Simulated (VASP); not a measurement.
Set up this calculation in VASP 6.6.1, as the native input.

| Item | Value |
| --- | --- |
| Task | electric field gradients |
| Functional | PBEsol |
| Potentials or basis | VASP PAW PBE potentials, release 64 (Hf_pv) |
| Cutoff | 520 eV |
| k mesh | 16 × 16 × 16 |
| Occupations | fermi-dirac, width 0.08 eV |
| Spin | no spin polarisation |
| Dipole correction | no |
| Further INCAR settings | ALGO = Normal; EDIFF = 1e-08; NBANDS = 11 |

The structure of Hf lies in POSCAR:

```
Hf
1.0
   -1.8050000000      1.8050000000      1.7869500000
    1.8050000000     -1.8050000000      1.7869500000
    1.8050000000      1.8050000000     -1.7869500000
Hf
1
Direct
    0.0000000000      0.0000000000      0.0000000000
```

This isn't the form of Hf at room conditions, which is hcp.

This cell differs from its parent crystal: zz strain of -1 %.

These files were run (other wordings do the same):

INCAR

```
  PREC = Accurate
  ENCUT = 520
  EDIFF = 1E-8
  ISMEAR = -1
  SIGMA = 0.08
  LREAL = False
  LASPH = True
  NELM = 80
  ALGO = Normal
  ISIF = 2
  LWAVE = False
  LCHARG = False
  GGA = PS
  LEFG = True
  NBANDS = 11
```

KPOINTS

```
Automatic mesh
0
Gamma
  16 16 16
```

Potentials or basis: VASP PAW PBE potentials, release 64 (Hf_pv).

Command:

```bash
$ cat potpaw_PBE.64/Hf_pv/POTCAR > POTCAR
$ mpirun -np 1 vasp_std > vasp.out
```

It gave:

```json
{
  "Pressure": "-8.4 GPa",
  "Band gap on the k mesh": "zero (bands 5 and 6 overlap by 2.17 eV)",
  "Largest electric field gradient by atom": "zero within the noise of the run"
}
```

Caveat: the cell differs from its parent crystal (zz strain of -1 %); the cell stands under tension; the PAW data sets were made with another functional, which shifts forces and pressure a little; spin-orbit coupling is left out, which moves the levels of the heavy elements.

Wall time 29 s on 1 thread of Intel(R) Xeon(R) 6975P-C (Granite Rapids), with other jobs on the host, peak memory 0.21 GiB.
